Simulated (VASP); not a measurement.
**Rb: single point with LDA**

The system is Rb.

```
Rb
1.0
    -2.68596    2.68596    2.68596
     2.68596   -2.68596    2.68596
     2.68596    2.68596   -2.68596
Rb
1
Direct
  0.00000 0.00000 0.00000
```

```json
{"Program": "VASP 6.6.1", "Task": "single point", "Functional": "LDA", "Potentials or basis": "VASP PAW LDA potentials, release 64 (Rb_sv)", "Cutoff": "520 eV", "k mesh": "9 × 9 × 9", "Occupations": "fermi-dirac, width 0.1 eV", "Spin": "no spin polarisation"}
```

```
Pressure               : 0.0 GPa
Band gap on the k mesh : zero (an odd number of electrons rules out a gap without spin polarisation)
```

Levels at points of the mesh, in eV from the Fermi level:
| k point | band 3 | band 4 | band 5 | band 6 | band 7 | band 8 |
| --- | --- | --- | --- | --- | --- | --- |
| (0.00, 0.00, 0.00) | -12.79 | -12.79 | -2.20 | 3.72 | 3.72 | 3.72 |

It took 31 s on 1 thread of AMD EPYC 7R13, on a shared host, peak memory 0.14 GiB.
